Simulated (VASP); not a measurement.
Runs of VASP 6.6.1 on AlGa3N4. The structure is that of space group P-43m (No. 215), or close to it. The cells are those of the table. 

```csv
task,cell,cutoff (eV),smearing,gap on the mesh (eV),pressure (GPa),largest force (eV/Å)
single point,"a = 4.424 Å, 8 atoms",520,gaussian 0.01 eV,2.52,(b),0.01
relaxation of cell and atoms,"relaxed from a = 4.472 Å, 8 atoms",600,gaussian 0.02 eV,2.32,0.0,-
relaxation of the atoms,"atoms relaxed from a = 4.512 Å, 8 atoms",520,gaussian 0.02 eV,2.10,-5.4,0.01
single point,"a = 4.555 Å, 8 atoms",520,gaussian 0.02 eV,1.91,-10.0,0.01
single point,"a = 4.612 Å, 8 atoms",520,gaussian 0.02 eV,(c),-15.0,-
single point,"a = 4.497 Å, 8 atoms",520,gaussian 0.01 eV,2.17,(a),0.01
relaxation of cell and atoms,"relaxed to 6 GPa from a = 4.452 Å, 8 atoms",600,gaussian 0.01 eV,2.53,6.0,-
single point,"a = 4.329 Å, 8 atoms",520,gaussian 0.02 eV,2.97,21.9,0.01
single point,"a = 4.512 Å, 8 atoms",520,gaussian 0.02 eV,2.10,-5.4,0.01
single point,"a = 4.376 Å, 8 atoms",520,gaussian 0.02 eV,2.74,13.4,0.01
single point,"a = 4.422 Å, 8 atoms",520,gaussian 0.02 eV,2.52,6.0,0.01
single point,"a = 4.438 Å, 8 atoms",520,gaussian 0.01 eV,2.45,(d),0.01
```

Alike in all rows: level PBEsol; potentials or basis VASP PAW PBE potentials, release 64 (Al, Ga_d, N); no spin polarisation; k mesh 6 × 6 × 6.

Q: Estimate the missing entries.

A: (a) -3.8; (b) 5.8; (c) 1.66; (d) 3.9.

Caveats: the PAW data sets were made with another functional, which shifts forces and pressure a little; the cell stands under pressure (at least some runs); the cell stands under tension (at least some runs); the relaxation stopped at its first step, so nothing moved (at least some runs); the cell is relaxed towards a set pressure, so the run minimises the enthalpy, not the energy (at least some runs).

A k mesh can miss the band edges, and the runs leave out spin-orbit coupling on Ga.
